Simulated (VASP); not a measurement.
Runs of VASP 6.6.1 on MnO. The structure is that of space group F-43m (No. 216), or close to it. The cells are those of the table. 

```tsv
task	cell	k mesh	cutoff (eV)	gap on the mesh (eV)	pressure (GPa)	moment (μB)
single point	a = 3.132 Å, angles 60.0°, 2 atoms	6 × 6 × 6	520	none	27.1	4.01
single point	a = 3.395 Å, angles 60.0°, 2 atoms	6 × 6 × 6	520	none	(b)	4.99
single point	a = 3.395 Å, angles 60.0°, 2 atoms	20 × 20 × 20	520	none	0.3	(a)
relaxation of cell and atoms	relaxed from a = 3.132 Å, angles 60.0°, 2 atoms	6 × 6 × 6	600	none	0.0	0.43
```

Alike in all rows: level PBE; potentials or basis VASP PAW PBE potentials, release 64 (Mn_pv, O); spin collinear, ferromagnetic start; smearing gaussian 0.1 eV.

Estimate the missing entries.

(a) 5.00; (b) 0.4.

Caveats: some runs use coarse meshes; a cell with one magnetic atom can't hold antiferromagnetic order, which such compounds often take; semilocal functionals often make such compounds metallic where correlation or magnetic order opens a gap, which also shifts bond lengths; the moment fell far below its start of 4 μB, so a state of higher moment may lie lower in energy (some runs).

A gap of «none» marks levels without a gap at the run's occupations.
